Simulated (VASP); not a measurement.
# Al6W in VASP: a series of runs

Aim: see how the results for Al6W move with the level of theory and the settings. Levels: PBE, r2SCAN. Tasks: single point.

Everything below comes from runs of VASP 6.6.1. Logs are shortened: lines on timing, memory, paths and dates and some standing lists are left out, and cuts for length are marked.

## (1) The cell of the first run

The typed cell holds 7 atoms: a = 5.635 Å, b = 5.635 Å, c = 3.740 Å, α = 90.00°, β = 90.00°, γ = 90.00°.

The cell was built from a structure type or drawn by symmetry, and may not be a known phase.

## (2) Single point, PBE

The input, INCAR:

```
SYSTEM = Al6W
ALGO = Normal
EDIFF = 1E-6
ENCUT = 500
GGA = PE
GGA_COMPAT = .FALSE.
ISIF = 2
ISMEAR = 0
LASPH = .TRUE.
LCHARG = .FALSE.
LREAL = .FALSE.
LWAVE = .FALSE.
NBANDS = 25
NELM = 120
PREC = Accurate
SIGMA = 0.1
```

The input, KPOINTS:

```
k-points
0
G
  4 4 4
  0 0 0
```

The input, POSCAR:

```
Al6W
1.0
    5.6350290888      0.0000000000      0.0000000000
    0.0000000000      5.6350290888      0.0000000000
    0.0000000000      0.0000000000      3.7404066433
Al W
6 1
Direct
    0.7580551614      0.7580551614      0.1614043901
    0.2419448386      0.2419448386      0.1614043901
    0.2419448386      0.7580551614      0.1614043901
    0.7580551614      0.2419448386      0.1614043901
    0.5000000000      0.0000000000      0.6613455579
    0.0000000000      0.5000000000      0.6613455579
    0.5000000000      0.5000000000      0.6612114040
```

Potentials or basis: VASP PAW PBE potentials, release 64 (Al, W_sv).

Run with:

```sh
$ cat potpaw_PBE.64/Al/POTCAR potpaw_PBE.64/W_sv/POTCAR > POTCAR
$ mpirun -np 1 vasp_std > vasp.out
```

OUTCAR:

```text
SYSTEM = Al6W
   EDIFF = 1E-6
   ENCUT = 500
   GGA = PE
   ISIF = 2
   ISMEAR = 0
   LASPH = .TRUE.
   LREAL = .FALSE.
   NELM = 120
   PREC = Accurate

 ion  position               nearest neighbor table
   1  0.758  0.758  0.161-   3 2.73   4 2.73   5 2.73   6 2.73   5 2.73   6 2.73   7 2.78   7 2.78
                             4 2.91   3 2.91
   2  0.242  0.242  0.161-   3 2.73   4 2.73   5 2.73   6 2.73   5 2.73   6 2.73   7 2.78   7 2.78
                             4 2.91   3 2.91
   3  0.242  0.758  0.161-   1 2.73   2 2.73   5 2.73   6 2.73   5 2.73   6 2.73   7 2.78   7 2.78
                             1 2.91   2 2.91
   4  0.758  0.242  0.161-   1 2.73   2 2.73   5 2.73   6 2.73   5 2.73   6 2.73   7 2.78   7 2.78
                             1 2.91   2 2.91
   5  0.500  0.000  0.661-   1 2.73   2 2.73   3 2.73   4 2.73   1 2.73   2 2.73   3 2.73   4 2.73
                             7 2.82   7 2.82
   6  0.000  0.500  0.661-   1 2.73   2 2.73   3 2.73   4 2.73   1 2.73   2 2.73   3 2.73   4 2.73
                             7 2.82   7 2.82
   7  0.500  0.500  0.661-   1 2.78   2 2.78   3 2.78   4 2.78   1 2.78   2 2.78   3 2.78   4 2.78
                             5 2.82   6 2.82   5 2.82   6 2.82

  LATTYP: Found a simple tetragonal cell.
 ALAT       =     5.6350290888
 C/A-ratio  =     0.6637776992

  Lattice vectors:

 A1 = (   5.6350290888,   0.0000000000,   0.0000000000)
 A2 = (   0.0000000000,   5.6350290888,   0.0000000000)
 A3 = (   0.0000000000,   0.0000000000,   3.7404066433)

Analysis of symmetry for initial positions (statically):
=====================================================================
 Subroutine PRICEL returns:
 Original cell was already a primitive cell.

 Routine SETGRP: Setting up the symmetry group for a
 simple tetragonal supercell.

 Subroutine GETGRP returns: Found  8 space group operations
 (whereof  8 operations were pure point group operations)
 out of a pool of 16 trial point group operations.

The static configuration has the point symmetry C_4v.

Analysis of symmetry for dynamics (positions and initial velocities):
=====================================================================
 Subroutine PRICEL returns:
 Original cell was already a primitive cell.

 Routine SETGRP: Setting up the symmetry group for a
 simple tetragonal supercell.

 Subroutine GETGRP returns: Found  8 space group operations
 (whereof  8 operations were pure point group operations)
 out of a pool of 16 trial point group operations.

The dynamic configuration has the point symmetry C_4v.

 Subroutine INISYM returns: Found  8 space group operations
 (whereof  8 operations are pure point group operations),
 and found     1 'primitive' translations

----------------------------------------------------------------------------------------

                                     Primitive cell

  volume of cell :     118.7712

  direct lattice vectors                    reciprocal lattice vectors
     5.635029089  0.000000000  0.000000000     0.177461373  0.000000000  0.000000000
     0.000000000  5.635029089  0.000000000     0.000000000  0.177461373  0.000000000
     0.000000000  0.000000000  3.740406643     0.000000000  0.000000000  0.267350611

  length of vectors
     5.635029089  5.635029089  3.740406643     0.177461373  0.177461373  0.267350611

  position of ions in fractional coordinates (direct lattice)
     0.758055161  0.758055161  0.161404390
     0.241944839  0.241944839  0.161404390
     0.241944839  0.758055161  0.161404390
     0.758055161  0.241944839  0.161404390
     0.500000000  0.000000000  0.661345558
     0.000000000  0.500000000  0.661345558
     0.500000000  0.500000000  0.661211404

  ion indices of the primitive-cell ions
   primitive index   ion index
                 1           1
                 2           2
                 3           3
                 4           4
                 5           5
                 6           6
                 7           7

----------------------------------------------------------------------------------------

 KPOINTS: k-points

Automatic generation of k-mesh.
 Grid dimensions read from file:
 generate k-points for:    4    4    4

 Generating k-lattice:

  Cartesian coordinates                     Fractional coordinates (reciprocal lattice)
     0.044365343  0.000000000  0.000000000     0.250000000  0.000000000  0.000000000
     0.000000000  0.044365343  0.000000000     0.000000000  0.250000000  0.000000000
     0.000000000  0.000000000  0.066837653     0.000000000  0.000000000  0.250000000

  Length of vectors
     0.044365343  0.044365343  0.066837653

  Shift w.r.t. Gamma in fractional coordinates (k-lattice)
     0.000000000  0.000000000  0.000000000

 Subroutine IBZKPT returns following result:
 ===========================================

 Found     18 irreducible k-points:

 Following reciprocal coordinates:
            Coordinates               Weight
  0.000000  0.000000  0.000000      1.000000
  0.250000  0.000000  0.000000      4.000000
  0.500000  0.000000  0.000000      2.000000
  0.250000  0.250000  0.000000      4.000000
  0.500000  0.250000  0.000000      4.000000
  0.500000  0.500000  0.000000      1.000000
[... 10 lines left out ...]
  0.500000  0.250000  0.500000      4.000000
  0.500000  0.500000  0.500000      1.000000
   k-points           NKPTS =     18   k-points in BZ     NKDIM =     18   number of bands    NBANDS=     25
   number of dos      NEDOS =    301   number of ions     NIONS =      7
   total plane-waves  NPLWV =  49392
   dimension x,y,z NGX =    42 NGY =   42 NGZ =   28
   dimension x,y,z NGXF=    84 NGYF=   84 NGZF=   56
   ions per type =               6   1
   NGX,Y,Z   is equivalent  to a cutoff of  12.39, 12.39, 12.44 a.u.
   NGXF,Y,Z  is equivalent  to a cutoff of  24.78, 24.78, 24.89 a.u.
 SYSTEM =  Al6W
   PREC   = accura    normal or accurate (medium, high low for compatibility)
   ISTART =      0    job   : 0-new  1-cont  2-samecut
   ICHARG =      2    charge: 1-file 2-atom 10-const
   ISPIN  =      1    spin polarized calculation?
   LNONCOLLINEAR =      F non collinear calculations
   LSORBIT =      F    spin-orbit coupling
   LASPH  =      T    aspherical Exc in radial PAW
   ENCUT  =  500.0 eV  36.75 Ry    6.06 a.u.  10.27 10.27  6.82*2*pi/ulx,y,z
   NELM   =    120;   NELMIN=  2; NELMDL= -5     # of ELM steps
   EDIFF  = 0.1E-05   stopping-criterion for ELM
   LREAL  =      F    real-space projection
   EDIFFG = 0.1E-04   stopping-criterion for IOM
   NSW    =      0    number of steps for IOM
   IBRION =     -1    ionic relax: 0-MD 1-quasi-New 2-CG
   NFREE  =      0    steps in history (QN), initial steepest desc. (CG)
   ISIF   =      2    stress and relaxation
   ISYM   =      2    0-nonsym 1-usesym 2-fastsym
   POTIM  = 0.5000    time-step for ionic-motion
   TEBEG  =    0.0;   TEEND  =   0.0 temperature during run
   PSTRESS=    0.0 pullay stress
   NELECT =      32.0000    total number of electrons
   NUPDOWN=      -1.0000    fix difference up-down
   EMIN   =  10.00;   EMAX   =-10.00  energy-range for DOS
   EFERMI =   0.00;   METHOD = LEGACY
   ISMEAR =     0;   SIGMA  =   0.10  broadening in eV -4-tet -1-fermi 0-gaus
   EFERMI_NEDOS =   21; number of points for ismear=-14 and -15
   IALGO  =     38    algorithm
   IMIX   =      4    mixing-type and parameters
     AMIX     =   0.40;   BMIX     =  1.00
     AMIX_MAG =   1.60;   BMIX_MAG =  1.00
  volume/ion in A,a.u.               =      16.97       114.50
  Fermi-wavevector in a.u.,A,eV,Ry     =   1.057356  1.998113 15.211328  1.118001
  Thomas-Fermi vector in A             =   2.192625
   LORBIT       =      0    0 simple, 1 ext, 2 COOP (PROOUT), +10 PAW based schemes
   GGA     = PE    functional components
   LHFCALC =     F    Hartree Fock is set to
   AEXX    =    0.0000 exact exchange contribution
   IVDW    =     0    specifies the selected vdW correction
   LEPSILON=     F    determine dielectric tensor
   LRPA    =     F    only Hartree local field effects (RPA)
 non-spin polarized calculation
 Gauss-broadening in eV      SIGMA  =   0.10
  energy-cutoff  :      500.00
  volume of cell :      118.77
 maximum number of plane-waves:      3040
 NGX is ok and might be reduce to    42
   NGX = 21   NGY = 21   NGZ = 13

 number of electron      31.9999996 magnetization

 Free energy of the ion-electron system (eV)
  ---------------------------------------------------
  ext. energy  EPLUGINS =         0.00000000
  ---------------------------------------------------
  free energy    TOTEN  =       -35.97323509 eV

  energy without entropy =      -35.95888248  energy(sigma->0) =      -35.96605879

 E-fermi :   7.8925     XC(G=0): -10.4269

 val. band max:        7.8649007838   @ k =   0.0000   0.0000   0.0000
 cond. band min:       7.9102338744   @ k =   0.2500   0.0000   0.0000
 fundamental gap:      0.0453330907
 Fermi energy:         7.8925423221

 k-point     1 :       0.0000    0.0000    0.0000
  band No.  band energies     occupation
      1     -66.0027      2.00000
      2     -30.2930      2.00000
      3     -30.1931      2.00000
      4     -30.1931      2.00000
      5      -2.8605      2.00000
      6       0.6034      2.00000
[... 17 lines left out ...]
     24      12.7055      0.00000
     25      12.7068      0.00000

 k-point     2 :       0.2500    0.0000    0.0000
  band No.  band energies     occupation
      1     -66.0027      2.00000
      2     -30.2930      2.00000
      3     -30.1933      2.00000
      4     -30.1931      2.00000
      5      -2.5679      2.00000
      6      -0.3015      2.00000
[... 17 lines left out ...]
     24      12.2469      0.00000
     25      12.5925      0.00000
[... 418 lines left out ...]
     24      12.4830      0.00000
     25      12.5529      0.00000

 k-point    18 :       0.5000    0.5000    0.5000
  band No.  band energies     occupation
      1     -66.0020      2.00000
      2     -30.3309      2.00000
      3     -30.1898      2.00000
      4     -30.1898      2.00000
      5       0.8863      2.00000
      6       0.8863      2.00000
[... 17 lines left out ...]
     24      11.7839      0.00000
     25      11.7888      0.00000

------------------------ aborting loop because EDIFF is reached ----------------------------------------

  FORCE on cell =-STRESS in cart. coord.  units (eV):
  Direction    XX          YY          ZZ          XY          YZ          ZX
  --------------------------------------------------------------------------------------
  -------------------------------------------------------------------------------------
  Total       -0.0071069     -0.0071069     -0.0164797      0.0000000      0.0000000      0.0000000
  in kB       -0.0958698     -0.0958698     -0.2223045      0.0000000      0.0000000      0.0000000
  external PRESSURE =      -0.1380147 kB  Pullay stress =       0.0000000 kB

 VOLUME and BASIS-vectors are now :
 -----------------------------------------------------------------------------
  energy-cutoff  :      500.00
  volume of cell :      118.77
      direct lattice vectors                 reciprocal lattice vectors
     5.635029089  0.000000000  0.000000000     0.177461373  0.000000000  0.000000000
     0.000000000  5.635029089  0.000000000     0.000000000  0.177461373  0.000000000
     0.000000000  0.000000000  3.740406643     0.000000000  0.000000000  0.267350611

 POSITION                                       TOTAL-FORCE (eV/Angst)
 -----------------------------------------------------------------------------------
      4.27166      4.27166      0.60372         0.003270      0.003270     -0.002332
      1.36337      1.36337      0.60372        -0.003270     -0.003270     -0.002332
      1.36337      4.27166      0.60372        -0.003270      0.003270     -0.002332
      4.27166      1.36337      0.60372         0.003270     -0.003270     -0.002332
      2.81751      0.00000      2.47370        -0.000000      0.000000      0.001081
      0.00000      2.81751      2.47370         0.000000      0.000000      0.001081
      2.81751      2.81751      2.47320        -0.000000     -0.000000      0.007166
 -----------------------------------------------------------------------------------
    total drift:                                0.000000     -0.000000      0.000015

  FREE ENERGIE OF THE ION-ELECTRON SYSTEM (eV)
  ---------------------------------------------------
  free  energy   TOTEN  =       -35.9732350923 eV

  energy  without entropy=      -35.9588824828  energy(sigma->0) =      -35.96605879
```

Wall time 22 s (1 thread of Intel Xeon 6975P-C (Granite Rapids), shared host); peak memory 0.22 GiB.

What came out:

- Free energy: -35.9732 eV
- Pressure: 0.0 GPa
- Largest force: 0.007 eV/Å
- Band gap on the k mesh: zero (bands 16 and 17 overlap by 1.79 eV)

Forces in eV/Å, atoms in the order of the input:
```
Al   0.003  0.003 -0.002
Al  -0.003 -0.003 -0.002
Al  -0.003  0.003 -0.002
Al   0.003 -0.003 -0.002
Al   0.000  0.000  0.001
Al   0.000  0.000  0.001
W    0.000  0.000  0.007
```

Levels at points of the mesh, in eV from the Fermi level:
| k point | band 14 | band 15 | band 16 | band 17 | band 18 | band 19 |
| --- | --- | --- | --- | --- | --- | --- |
| (0.00, 0.00, 0.00) | -1.34 | -1.34 | -0.99 | -0.03 | 0.67 | 1.95 |
| (0.50, 0.00, 0.00) | -0.74 | -0.32 | -0.20 | -0.08 | 2.01 | 2.23 |
| (0.50, 0.50, 0.00) | -0.60 | 0.94 | 0.94 | 1.38 | 1.38 | 1.92 |
| (0.00, 0.00, 0.50) | -2.17 | -1.31 | -1.31 | 0.03 | 1.01 | 1.16 |
| (0.50, 0.00, 0.50) | -2.60 | -2.10 | -1.10 | -0.84 | 0.97 | 1.41 |
| (0.50, 0.50, 0.50) | -1.26 | -1.26 | 0.56 | 1.00 | 1.27 | 1.34 |

Caveat: the k points lie up to 0.42 Å⁻¹ apart, too coarse for converged energies and pressures of a metal; spin-orbit coupling is left out, which moves the levels of the heavy elements.

## (3) Single point, r2SCAN

The input, POSCAR:

```
Al6W
1.0
    5.6221667466      0.0000000000      0.0000000000
    0.0000000000      5.6221667466      0.0000000000
    0.0000000000      0.0000000000      3.7551476254
Al W
6 1
Direct
    0.7576743037      0.7576743037      0.0000000000
    0.2423256963      0.2423256963      0.0000000000
    0.2423256963      0.7576743037      0.0000000000
    0.7576743037      0.2423256963      0.0000000000
    0.5000000000      0.0000000000      0.5000000000
    0.0000000000      0.5000000000      0.5000000000
    0.5000000000      0.5000000000      0.5000000000
```

The input, INCAR.step1:

```
SYSTEM = Al6W
PREC = Accurate
ENCUT = 550
ISMEAR = 0
SIGMA = 0.1
LREAL = .False.
LASPH = .True.
NELM = 120
NBANDS = 25
GGA = PE
ALGO = Normal
EDIFF = 1E-5
LWAVE = .True.
LCHARG = .False.
GGA_COMPAT = .False.
```

The input, INCAR.step2:

```
SYSTEM = Al6W
PREC = Accurate
ENCUT = 550
EDIFF = 1E-6
ISMEAR = 0
SIGMA = 0.1
LREAL = .False.
LASPH = .True.
NELM = 120
ALGO = Normal
ISIF = 2
LWAVE = .False.
LCHARG = .True.
METAGGA = R2SCAN
LMIXTAU = .True.
LELF = .True.
LVHAR = .True.
NBANDS = 25
ISTART = 1
GGA_COMPAT = .False.
```

The input, KPOINTS:

```
regular mesh
0
Gamma
  6 6 8
  0 0 0
```

Potentials or basis: VASP PAW PBE potentials, release 64 (Al, W_sv).

Run with:

```sh
$ cat potpaw_PBE.64/Al/POTCAR potpaw_PBE.64/W_sv/POTCAR > POTCAR
$ cp INCAR.step1 INCAR
$ mpirun -np 1 vasp_std > vasp.out
$ cp INCAR.step2 INCAR
$ mpirun -np 1 vasp_std > vasp.out
```

It took 14 min on 1 thread of Intel Xeon 8259CL, shared host; peak memory 0.37 GiB.

Results (log left out):

```
Free energy            : -92.4989 eV
Pressure               : -2.3 GPa
Largest force          : 0.132 eV/Å
Band gap on the k mesh : zero (bands 16 and 17 overlap by 1.78 eV)
```

Forces on the atoms (eV/Å):
```
Al  -0.093 -0.093  0.000
Al   0.093  0.093  0.000
Al   0.093 -0.093  0.000
Al  -0.093  0.093  0.000
Al   0.000  0.000  0.000
Al   0.000  0.000  0.000
W    0.000  0.000  0.000
```

Stress tensor (GPa, compression positive):
```
-2.40  0.00  0.00
 0.00 -2.40  0.00
 0.00  0.00 -2.15
```

Levels at points of the mesh, in eV from the Fermi level:
```tsv
k point	band 13	band 14	band 15	band 16	band 17	band 18	band 19	band 20
(0.00, 0.00, 0.00)	-2.17	-1.53	-1.53	-1.20	-0.06	0.65	1.95	3.84
(0.50, 0.00, 0.00)	-1.47	-0.79	-0.34	-0.28	-0.23	2.17	2.26	2.83
(0.50, 0.50, 0.00)	-1.38	-0.65	0.96	0.96	1.47	1.47	1.86	2.14
(0.00, 0.00, 0.50)	-3.05	-2.34	-1.42	-1.42	0.11	1.16	1.19	1.19
(0.50, 0.00, 0.50)	-3.07	-2.67	-2.34	-1.23	-0.83	1.11	1.57	1.61
(0.50, 0.50, 0.50)	-2.35	-1.40	-1.40	0.65	1.15	1.29	1.34	2.49
```

Caveat: the PAW data sets were made with another functional, which shifts forces and pressure a little; spin-orbit coupling is left out, which moves the levels of the heavy elements.
